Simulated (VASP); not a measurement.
# Ti3Al (Fm-3m) in VASP: a run that goes wrong, beside a sound one

A flawed run on Ti3Al and a sound one for comparison.

All numbers are computed with VASP 6.6.1; they aren't measurements. Logs are shortened: lines on timing, memory, paths and dates and some standing lists are left out, and cuts for length are marked.

**1. The cell of the first run**

The structure is cubic, space group Fm-3m (No. 225). The conventional cell has a = 6.464 Å, b = 6.464 Å, c = 6.464 Å, α = 90.00°, β = 90.00°, γ = 90.00°. Ti (site symmetry m-3m) has 8 Ti at 2.80 Å and 6 Al at 3.23 Å within 3.7 Å. Ti (site symmetry -43m) has 10 Ti at 2.80 to 3.23 Å and 4 Al at 2.80 Å within 3.7 Å. Within 3.7 Å of Al (site symmetry m-3m) lie 14 Ti at 2.80 to 3.23 Å.

**2. A run with an altered input**

File INCAR:

```
ALGO = Normal
EDIFF = 1E-6
ENCUT = 400
GGA = PE
GGA_COMPAT = F
ICHARG = 11
ISIF = 2
ISMEAR = 1
LASPH = T
LCHARG = F
LREAL = F
LWAVE = F
NELM = 60
PREC = Accurate
SIGMA = 0.1
```

File KPOINTS:

```
k-points
0
Gamma
  9 9 9
```

File POSCAR:

```
Ti3Al
1.0
    0.0000000000      3.2317810000      3.2317810000
    3.2317810000      0.0000000000      3.2317810000
    3.2317810000      3.2317810000      0.0000000000
Ti Al
3 1
Direct
    0.0000000000      0.0000000000      0.0000000000
    0.2500000000      0.2500000000      0.2500000000
    0.7500000000      0.7500000000      0.7500000000
    0.5000000000      0.5000000000      0.5000000000
```

Potentials or basis: VASP PAW PBE potentials, release 64 (Ti_sv, Al).

Started as:

```bash
$ cat potpaw_PBE.64/Ti_sv/POTCAR potpaw_PBE.64/Al/POTCAR > POTCAR
$ mpirun -np 1 vasp_std > vasp.out
```

OUTCAR:

```text
EDIFF = 1E-6
   ENCUT = 400
   GGA = PE
   ICHARG = 11
   ISIF = 2
   ISMEAR = 1
   LASPH = T
   LREAL = F
   NELM = 60
   PREC = Accurate
[... 26 lines left out ...]
   LASPH  =      T    aspherical Exc in radial PAW
   ENCUT  =  400.0 eV  29.40 Ry    5.42 a.u.   7.45  7.45  7.45*2*pi/ulx,y,z
   NELM   =     60;   NELMIN=  2; NELMDL= -5     # of ELM steps
   EDIFF  = 0.1E-05   stopping-criterion for ELM
   LREAL  =      F    real-space projection
   EDIFFG = 0.1E-04   stopping-criterion for IOM
   NSW    =      0    number of steps for IOM
   IBRION =     -1    ionic relax: 0-MD 1-quasi-New 2-CG
   NFREE  =      0    steps in history (QN), initial steepest desc. (CG)
   ISIF   =      2    stress and relaxation
[... 23 lines left out ...]
   IVDW    =     0    specifies the selected vdW correction
   LEPSILON=     F    determine dielectric tensor
   LRPA    =     F    only Hartree local field effects (RPA)

   CSHIFT  =0.1000    complex shift for real part using Kramers Kronig

   OMEGAMAX=  -1.0    maximum frequency
 non-spin polarized calculation
 Methfessel and Paxton  Order N= 1 SIGMA  =   0.10
  energy-cutoff  :      400.00
  volume of cell :       67.51
 maximum number of plane-waves:      1247
 NGX is ok and might be reduce to    30
```

On the terminal:

```text
POSCAR found type information on POSCAR TiAl
 POSCAR found :  2 types and       4 ions
[... 25 lines left out ...]

1
```

It took 0.5 s on 1 thread of Intel Xeon 6975P-C (Granite Rapids), shared host.

The program refused the input. The input was made wrong on purpose: restart asked without its files (ICHARG = 11).

**3. Single point, PBE**

Changes to INCAR since step 2:

```diff
@@ -5,3 +5,2 @@
 GGA_COMPAT = F
-ICHARG = 11
 ISIF = 2
@@ -12,3 +11,3 @@
 LWAVE = F
-NELM = 60
+NELM = 120
 PREC = Accurate
```

KPOINTS is that of step 2.

POSCAR is that of step 2.

Potentials or basis: VASP PAW PBE potentials, release 64 (Ti_sv, Al).

Started as:

```bash
$ cat potpaw_PBE.64/Ti_sv/POTCAR potpaw_PBE.64/Al/POTCAR > POTCAR
$ mpirun -np 1 vasp_std > vasp.out
```

Wall time 22 s (1 thread of Intel Xeon 6975P-C (Granite Rapids), shared host); peak memory 0.18 GiB.

It converged, with:

| Quantity | Value |
| --- | --- |
| Free energy | -27.7784 eV |
| Pressure | -1.7 GPa |
| Band gap on the k mesh | zero (an odd number of electrons rules out a gap without spin polarisation) |

Levels at points of the mesh, in eV from the Fermi level:
```tsv
k point	band 16	band 17	band 18	band 19	band 20	band 21	band 22	band 23
(0.00, 0.00, 0.00)	-1.69	-1.62	-1.62	0.01	0.01	0.01	2.25	2.25
```
